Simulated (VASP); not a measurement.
# MgO (Cm) in VASP: a series of runs

Runs on MgO. Level: PBE. Tasks: single point.

Program: VASP 6.6.1. These are calculated values, not measurements. Logs are shortened: lines on timing, memory, paths and dates and some standing lists are left out, and cuts for length are marked.

**1. The cell of the first run**

The structure is monoclinic, space group Cm (No. 8). The conventional cell has a = 5.599 Å, b = 3.232 Å, c = 4.994 Å, α = 90.00°, β = 90.00°, γ = 90.00°. Mg (site symmetry m) has 4 O at 1.82 to 2.01 Å within 2.4 Å. Mg (site symmetry m) has 4 O at 1.89 to 2.06 Å within 2.5 Å. Within 2.5 Å of O (site symmetry m) lie 4 Mg at 1.89 to 2.06 Å. Within 2.4 Å of O (site symmetry m) lie 4 Mg at 1.82 to 2.01 Å.

**2. Single point, PBE**

INCAR reads:

```
SYSTEM = MgO
PREC = Accurate ; ENCUT = 520
EDIFF = 1E-6 ; ISMEAR = 0
SIGMA = 0.05 ; LREAL = .FALSE.
LASPH = .TRUE. ; NELM = 60
ALGO = Normal ; ISIF = 2
LWAVE = .FALSE. ; LCHARG = .FALSE.
GGA = PE ; NBANDS = 16
```

KPOINTS reads:

```
Automatic mesh
0
G
  9 9 6
  0 0 0
```

POSCAR reads:

```
MgO
1.0
    3.2324032657      0.0000000000      0.0000000000
   -1.6162016329      2.7993433434      0.0000000000
    0.0000000000      0.0000000000      4.9935087375
Mg O
2 2
Direct
    0.3422748310      0.6845496620      0.0063188067
    0.6756081643      0.3512163287      0.5063188067
    0.3197497906      0.6394995812      0.3982811933
    0.6530831239      0.3061662478      0.8982811933
```

Potentials or basis: VASP PAW PBE potentials, release 64 (Mg, O).

Command:

```console
> cat potpaw_PBE.64/Mg/POTCAR potpaw_PBE.64/O/POTCAR > POTCAR
> mpirun -np 1 vasp_std > vasp.out
```

OUTCAR:

```text
SYSTEM = MgO
   PREC = Accurate
   ENCUT = 520
   EDIFF = 1E-6
   ISMEAR = 0
   LREAL = .FALSE.
   LASPH = .TRUE.
   NELM = 60
   ISIF = 2
   GGA = PE

 ion  position               nearest neighbor table
   1  0.342  0.685  0.006-   4 1.82   3 1.96   4 2.01   4 2.01   2 3.12   2 3.12   2 3.12   2 3.12
                             2 3.12   2 3.12
   2  0.676  0.351  0.506-   3 1.89   3 1.89   4 1.96   3 2.06   1 3.12   1 3.12   1 3.12   1 3.12
                             1 3.12   1 3.12
   3  0.320  0.639  0.398-   2 1.89   2 1.89   1 1.96   2 2.06
   4  0.653  0.306  0.898-   1 1.82   2 1.96   1 2.01   1 2.01

  LATTYP: Found a hexagonal cell.
 ALAT       =     3.2324032657
 C/A-ratio  =     1.5448285152

  Lattice vectors:

 A1 = (   3.2324032657,   0.0000000000,   0.0000000000)
 A2 = (  -1.6162016329,   2.7993433434,   0.0000000000)
 A3 = (   0.0000000000,   0.0000000000,   4.9935087375)

Analysis of symmetry for initial positions (statically):
=====================================================================
 Subroutine PRICEL returns:
 Original cell was already a primitive cell.

 Routine SETGRP: Setting up the symmetry group for a
 hexagonal supercell.

 Subroutine GETGRP returns: Found  2 space group operations
 (whereof  2 operations were pure point group operations)
 out of a pool of 24 trial point group operations.

The static configuration has the point symmetry C_1h.

Analysis of symmetry for dynamics (positions and initial velocities):
=====================================================================
 Subroutine PRICEL returns:
 Original cell was already a primitive cell.

 Routine SETGRP: Setting up the symmetry group for a
 hexagonal supercell.

 Subroutine GETGRP returns: Found  2 space group operations
 (whereof  2 operations were pure point group operations)
 out of a pool of 24 trial point group operations.

The dynamic configuration has the point symmetry C_1h.

 Subroutine INISYM returns: Found  2 space group operations
 (whereof  2 operations are pure point group operations),
 and found     1 'primitive' translations

----------------------------------------------------------------------------------------

                                     Primitive cell

  volume of cell :      45.1843

  direct lattice vectors                    reciprocal lattice vectors
     3.232403266  0.000000000  0.000000000     0.309367340  0.178613317  0.000000000
    -1.616201633  2.799343343  0.000000000     0.000000000  0.357226634  0.000000000
     0.000000000  0.000000000  4.993508738     0.000000000  0.000000000  0.200259988

  length of vectors
     3.232403266  3.232403266  4.993508738     0.357226634  0.357226634  0.200259988

  position of ions in fractional coordinates (direct lattice)
     0.342274831  0.684549662  0.006318807
     0.675608164  0.351216329  0.506318807
     0.319749791  0.639499581  0.398281193
     0.653083124  0.306166248  0.898281193

  ion indices of the primitive-cell ions
   primitive index   ion index
                 1           1
                 2           2
                 3           3
                 4           4

----------------------------------------------------------------------------------------

 KPOINTS: Automatic mesh

Automatic generation of k-mesh.
 Grid dimensions read from file:
 generate k-points for:    9    9    6

 Generating k-lattice:

  Cartesian coordinates                     Fractional coordinates (reciprocal lattice)
     0.034374149  0.019845924  0.000000000     0.111111111  0.000000000  0.000000000
     0.000000000  0.039691848  0.000000000     0.000000000  0.111111111  0.000000000
     0.000000000  0.000000000  0.033376665     0.000000000  0.000000000  0.166666667

  Length of vectors
     0.039691848  0.039691848  0.033376665

  Shift w.r.t. Gamma in fractional coordinates (k-lattice)
     0.000000000  0.000000000  0.000000000

 Subroutine IBZKPT returns following result:
 ===========================================

 Found    140 irreducible k-points:

 Following reciprocal coordinates:
            Coordinates               Weight
  0.000000  0.000000  0.000000      1.000000
  0.111111  0.000000  0.000000      4.000000
  0.000000  0.111111  0.000000      2.000000
  0.222222  0.000000  0.000000      4.000000
  0.000000  0.222222  0.000000      2.000000
  0.333333  0.000000  0.000000      4.000000
[... 16 lines left out ...]
 -0.222222 -0.444444  0.000000      4.000000
  0.444444  0.333333  0.000000      4.000000
 [... further k-points ...]
   k-points           NKPTS =    140   k-points in BZ     NKDIM =    140   number of bands    NBANDS=     16
   number of dos      NEDOS =    301   number of ions     NIONS =      4
   total plane-waves  NPLWV =  23040
   dimension x,y,z NGX =    24 NGY =   24 NGZ =   40
   dimension x,y,z NGXF=    48 NGYF=   48 NGZF=   80
   ions per type =               2   2
   NGX,Y,Z   is equivalent  to a cutoff of  12.34, 12.34, 13.32 a.u.
   NGXF,Y,Z  is equivalent  to a cutoff of  24.69, 24.69, 26.63 a.u.
 SYSTEM =  MgO
   PREC   = accura    normal or accurate (medium, high low for compatibility)
   ISTART =      0    job   : 0-new  1-cont  2-samecut
   ICHARG =      2    charge: 1-file 2-atom 10-const
   ISPIN  =      1    spin polarized calculation?
   LNONCOLLINEAR =      F non collinear calculations
   LSORBIT =      F    spin-orbit coupling
   LASPH  =      T    aspherical Exc in radial PAW
   ENCUT  =  520.0 eV  38.22 Ry    6.18 a.u.   6.01  6.01  9.28*2*pi/ulx,y,z
   NELM   =     60;   NELMIN=  2; NELMDL= -5     # of ELM steps
   EDIFF  = 0.1E-05   stopping-criterion for ELM
   LREAL  =      F    real-space projection
[... 7 lines left out ...]
   TEBEG  =    0.0;   TEEND  =   0.0 temperature during run
   PSTRESS=    0.0 pullay stress
   NELECT =      16.0000    total number of electrons
   NUPDOWN=      -1.0000    fix difference up-down
   EMIN   =  10.00;   EMAX   =-10.00  energy-range for DOS
   EFERMI =   0.00;   METHOD = LEGACY
   ISMEAR =     0;   SIGMA  =   0.05  broadening in eV -4-tet -1-fermi 0-gaus
   EFERMI_NEDOS =   21; number of points for ismear=-14 and -15
   IALGO  =     38    algorithm
   IMIX   =      4    mixing-type and parameters
     AMIX     =   0.40;   BMIX     =  1.00
     AMIX_MAG =   1.60;   BMIX_MAG =  1.00
  volume/ion in A,a.u.               =      11.30        76.23
  Fermi-wavevector in a.u.,A,eV,Ry     =   1.158206  2.188691 18.251401  1.341440
  Thomas-Fermi vector in A             =   2.294810
   LORBIT       =      0    0 simple, 1 ext, 2 COOP (PROOUT), +10 PAW based schemes
   GGA     = PE    functional components
   LHFCALC =     F    Hartree Fock is set to
   AEXX    =    0.0000 exact exchange contribution
   IVDW    =     0    specifies the selected vdW correction
   LEPSILON=     F    determine dielectric tensor
   LRPA    =     F    only Hartree local field effects (RPA)
 non-spin polarized calculation
 Gauss-broadening in eV      SIGMA  =   0.05
  energy-cutoff  :      520.00
  volume of cell :       45.18
 maximum number of plane-waves:      1248
   NGX = 13   NGY = 13   NGZ = 19

 number of electron      15.9999996 magnetization

 Free energy of the ion-electron system (eV)
  ---------------------------------------------------
  ext. energy  EPLUGINS =         0.00000000
  ---------------------------------------------------
  free energy    TOTEN  =       -23.24811533 eV

  energy without entropy =      -23.24811533  energy(sigma->0) =      -23.24811533

 E-fermi :   1.5285     XC(G=0):  -9.9302

 val. band max:        1.3113924889   @ k =   0.0000   0.0000   0.0000
 cond. band min:       5.0891734777   @ k =   0.0000   0.0000   0.0000
 fundamental gap:      3.7777809888
 Fermi energy:         1.5284718426

 k-point     1 :       0.0000    0.0000    0.0000
  band No.  band energies     occupation
      1     -15.0232      2.00000
      2     -14.1800      2.00000
      3      -2.0625      2.00000
      4       0.6281      2.00000
      5       0.6419      2.00000
      6       0.9808      2.00000
[... 8 lines left out ...]
     15      18.4755      0.00000
     16      18.5343      0.00000

 k-point     2 :       0.1111    0.0000    0.0000
  band No.  band energies     occupation
      1     -14.9548      2.00000
      2     -14.1546      2.00000
      3      -1.9353      2.00000
      4       0.3033      2.00000
      5       0.5316      2.00000
      6       0.6449      2.00000
[... 8 lines left out ...]
     15      18.1270      0.00000
     16      18.4112      0.00000

 k-point     3 :       0.0000    0.1111    0.0000
  band No.  band energies     occupation
      1     -14.9549      2.00000
      2     -14.1548      2.00000
      3      -1.9355      2.00000
      4       0.3165      2.00000
      5       0.5491      2.00000
      6       0.6077      2.00000
[... 8 lines left out ...]
     15      18.1749      0.00000
     16      18.3555      0.00000

 k-point     4 :       0.2222    0.0000    0.0000
  band No.  band energies     occupation
      1     -14.7710      2.00000
      2     -14.0948      2.00000
      3      -1.5772      2.00000
      4      -0.5281      2.00000
      5      -0.0111      2.00000
      6       0.4080      2.00000
[... 8 lines left out ...]
     15      16.9639      0.00000
     16      17.5497      0.00000
[... 324 lines left out ...]
 k-point    22 :       0.3333    0.2222    0.0000
  band No.  band energies     occupation
      1     -14.2451      2.00000
      2     -14.0585      2.00000
      3      -1.5509      2.00000
      4      -0.7501      2.00000
      5      -0.3851      2.00000
      6      -0.2349      2.00000
[... 8 lines left out ...]
     15      15.5771      0.00000
     16      18.1603      0.00000

 k-point    23 :      -0.2222   -0.4444    0.0000
  band No.  band energies     occupation
      1     -14.2452      2.00000
      2     -14.0599      2.00000
      3      -1.5433      2.00000
      4      -0.7538      2.00000
      5      -0.3896      2.00000
      6      -0.2386      2.00000
[... 8 lines left out ...]
     15      15.6061      0.00000
     16      18.1665      0.00000

 k-point    24 :       0.4444    0.3333    0.0000
  band No.  band energies     occupation
      1     -14.2452      2.00000
      2     -14.0575      2.00000
      3      -1.5536      2.00000
      4      -0.7536      2.00000
      5      -0.3818      2.00000
      6      -0.2317      2.00000
[... 8 lines left out ...]
     15      15.5708      0.00000
     16      18.1419      0.00000

 [... further k-points ...]
[... 5 lines left out ...]
  --------------------------------------------------------------------------------------
  -------------------------------------------------------------------------------------
  Total        3.2817626      3.7956896      2.6003040     -0.0000000     -1.3907824      0.0000000
  in kB      116.3671034    134.5902990     92.2034533     -0.0000000    -49.3153658      0.0000000
  external PRESSURE =     114.3869519 kB  Pullay stress =       0.0000000 kB

 VOLUME and BASIS-vectors are now :
 -----------------------------------------------------------------------------
  energy-cutoff  :      520.00
  volume of cell :       45.18
      direct lattice vectors                 reciprocal lattice vectors
     3.232403266  0.000000000  0.000000000     0.309367340  0.178613317  0.000000000
    -1.616201633  2.799343343  0.000000000     0.000000000  0.357226634  0.000000000
     0.000000000  0.000000000  4.993508738     0.000000000  0.000000000  0.200259988

 POSITION                                       TOTAL-FORCE (eV/Angst)
 -----------------------------------------------------------------------------------
     -0.00000      1.91629      0.03155         0.000000     -1.848642      0.174392
      1.61620      0.98318      2.52831         0.000000     -1.168321      0.123855
     -0.00000      1.79018      1.98882        -0.000000      1.171133     -0.122399
      1.61620      0.85706      4.48557        -0.000000      1.845830     -0.175847
 -----------------------------------------------------------------------------------
    total drift:                               -0.000003     -0.000019     -0.000521

  FREE ENERGIE OF THE ION-ELECTRON SYSTEM (eV)
  ---------------------------------------------------
  free  energy   TOTEN  =       -23.2481153333 eV

  energy  without entropy=      -23.2481153333  energy(sigma->0) =      -23.24811533
```

It took 38 s on 1 thread of Intel Xeon 6975P-C (Granite Rapids), shared host; peak memory 0.22 GiB.

What came out:

```yaml
Free_energy: -23.2481 eV
Pressure: 11.4 GPa
Largest_force: 1.857 eV/Å
Band_gap_on_the_k_mesh: 3.78 eV, direct
```

Forces in eV/Å, atoms in the order of the input:
```
Mg   0.000 -1.849  0.174
Mg   0.000 -1.168  0.124
O    0.000  1.171 -0.122
O    0.000  1.846 -0.176
```

Caveat: forces of over 1 eV/Å act on the atoms, so gaps and moduli don't describe the material at rest.

**3. Single point, PBE**

This run uses another cell than the first one, of 11.59 Å³/atom, 1.026 times its volume.

INCAR reads:

```
PREC     = Accurate       # precision mode
ENCUT    = 520            # plane-wave cutoff, eV
EDIFF    = 1E-7           # SCF threshold, eV
ISMEAR   = 0              # smearing method
SIGMA    = 0.05           # smearing width, eV
LREAL    = F              # projectors in reciprocal space
LASPH    = T              # aspherical terms in the spheres
NELM     = 100            # most SCF steps
ALGO     = Normal         # electronic algorithm
ISIF     = 2              # what is computed and relaxed
LWAVE    = F              # write WAVECAR
LCHARG   = F              # write CHGCAR
GGA      = PE             # functional
NBANDS   = 16             # bands
```

KPOINTS reads:

```
Automatic mesh
0
Gamma
  9 9 6
```

POSCAR reads:

```
MgO
1.0
    3.2599201346      0.0000000000      0.0000000000
   -1.6299600673      2.8231736508      0.0000000000
    0.0000000000      0.0000000000      5.0360175811
Mg O
2 2
Direct
    0.3422748310      0.6845496620      0.0063188067
    0.6756081643      0.3512163287      0.5063188067
    0.3197497906      0.6394995812      0.3982811933
    0.6530831239      0.3061662478      0.8982811933
```

Potentials or basis: VASP PAW PBE potentials, release 64 (Mg, O).

Command:

```console
> cat potpaw_PBE.64/Mg/POTCAR potpaw_PBE.64/O/POTCAR > POTCAR
> mpirun -np 1 vasp_std > vasp.out
```

OUTCAR:

```text
PREC = Accurate
   ENCUT = 520
   EDIFF = 1E-7
   ISMEAR = 0
   LREAL = F
   LASPH = T
   NELM = 100
   ISIF = 2
   GGA = PE

 ion  position               nearest neighbor table
   1  0.342  0.685  0.006-   4 1.84   3 1.98   4 2.02   4 2.02   2 3.14   2 3.14   2 3.14   2 3.14
                             2 3.14   2 3.14
   2  0.676  0.351  0.506-   3 1.90   3 1.90   4 1.98   3 2.08   1 3.14   1 3.14   1 3.14   1 3.14
                             1 3.14   1 3.14
   3  0.320  0.639  0.398-   2 1.90   2 1.90   1 1.98   2 2.08
   4  0.653  0.306  0.898-   1 1.84   2 1.98   1 2.02   1 2.02

[... 650 lines left out ...]

 [... further k-points ...]
[... 5 lines left out ...]
  --------------------------------------------------------------------------------------
  -------------------------------------------------------------------------------------
  Total        2.2053289      2.7005956      1.6645161      0.0000000     -1.2484914      0.0000000
  in kB       76.2346074     93.3551644     57.5395937      0.0000000    -43.1583028      0.0000000
  external PRESSURE =      75.7097885 kB  Pullay stress =       0.0000000 kB

 VOLUME and BASIS-vectors are now :
 -----------------------------------------------------------------------------
  energy-cutoff  :      520.00
  volume of cell :       46.35
      direct lattice vectors                 reciprocal lattice vectors
     3.259920135  0.000000000  0.000000000     0.306755981  0.177105648  0.000000000
    -1.629960067  2.823173651  0.000000000     0.000000000  0.354211297  0.000000000
     0.000000000  0.000000000  5.036017581     0.000000000  0.000000000  0.198569601

 POSITION                                       TOTAL-FORCE (eV/Angst)
 -----------------------------------------------------------------------------------
     -0.00000      1.93260      0.03182         0.000000     -1.719446      0.178528
      1.62996      0.99154      2.54983         0.000000     -1.085165      0.130912
      0.00000      1.80542      2.00575        -0.000000      1.087591     -0.129520
      1.62996      0.86436      4.52376         0.000000      1.717021     -0.179920
 -----------------------------------------------------------------------------------
    total drift:                               -0.000001     -0.000165      0.000613

  FREE ENERGIE OF THE ION-ELECTRON SYSTEM (eV)
  ---------------------------------------------------
  free  energy   TOTEN  =       -23.3180949415 eV

  energy  without entropy=      -23.3180949415  energy(sigma->0) =      -23.31809494
```

OSZICAR:

```text
N       E                     dE             d eps       ncg     rms          rms(c)
DAV:   1     0.616973238272E+02    0.61697E+02   -0.75517E+03  4480   0.886E+02
DAV:   2    -0.236962863813E+02   -0.85394E+02   -0.78775E+02  6136   0.197E+02
DAV:   3    -0.276850532695E+02   -0.39888E+01   -0.39796E+01  5104   0.443E+01
DAV:   4    -0.277011552797E+02   -0.16102E-01   -0.16102E-01  5560   0.331E+00
DAV:   5    -0.277012346984E+02   -0.79419E-04   -0.79419E-04  5152   0.222E-01    0.119E+01
DAV:   6    -0.233705290544E+02    0.43307E+01   -0.12363E+01  4480   0.265E+01    0.382E+00
DAV:   7    -0.233249774666E+02    0.45552E-01   -0.16049E-01  4584   0.321E+00    0.221E+00
DAV:   8    -0.233196243699E+02    0.53531E-02   -0.92214E-02  4744   0.333E+00    0.487E-01
DAV:   9    -0.233172456664E+02    0.23787E-02   -0.40539E-03  5632   0.578E-01    0.141E-01
DAV:  10    -0.233180690399E+02   -0.82337E-03   -0.11607E-03  4528   0.227E-01    0.262E-02
DAV:  11    -0.233180897292E+02   -0.20689E-04   -0.20990E-05  5256   0.387E-02    0.111E-02
DAV:  12    -0.233180947310E+02   -0.50018E-05   -0.60218E-06  4568   0.195E-02    0.607E-03
DAV:  13    -0.233180950321E+02   -0.30110E-06   -0.11789E-06  4608   0.910E-03    0.262E-03
DAV:  14    -0.233180949319E+02    0.10016E-06   -0.17316E-07  4544   0.354E-03    0.385E-04
DAV:  15    -0.233180949415E+02   -0.95824E-08   -0.20859E-08  2304   0.101E-03
   1 F= -.23318095E+02 E0= -.23318095E+02  d E =-.537939E-17
```

It took 37 s on 1 thread of Intel Xeon 6975P-C (Granite Rapids), shared host; peak memory 0.22 GiB.

What came out:

```yaml
Free_energy: -23.3181 eV
Pressure: 7.6 GPa
Largest_force: 1.729 eV/Å
Band_gap_on_the_k_mesh: 3.63 eV, direct
```

Forces in eV/Å, atoms in the order of the input:
```
Mg   0.000 -1.719  0.179
Mg   0.000 -1.085  0.131
O    0.000  1.088 -0.130
O    0.000  1.717 -0.180
```

Levels at points of the mesh, in eV from the valence-band top:
```csv
k point,band 6,band 7,band 8,band 9,band 10,band 11
"(0.00, 0.00, 0.00)",-0.32,-0.31,0.00,3.63,8.67,10.38
"(0.00, 0.00, 0.50)",-0.59,-0.39,-0.37,6.11,6.11,13.24
```

Caveat: forces of over 1 eV/Å act on the atoms, so gaps and moduli don't describe the material at rest. Expect the measured gap to be larger: semilocal functionals such as PBE lack the derivative discontinuity.
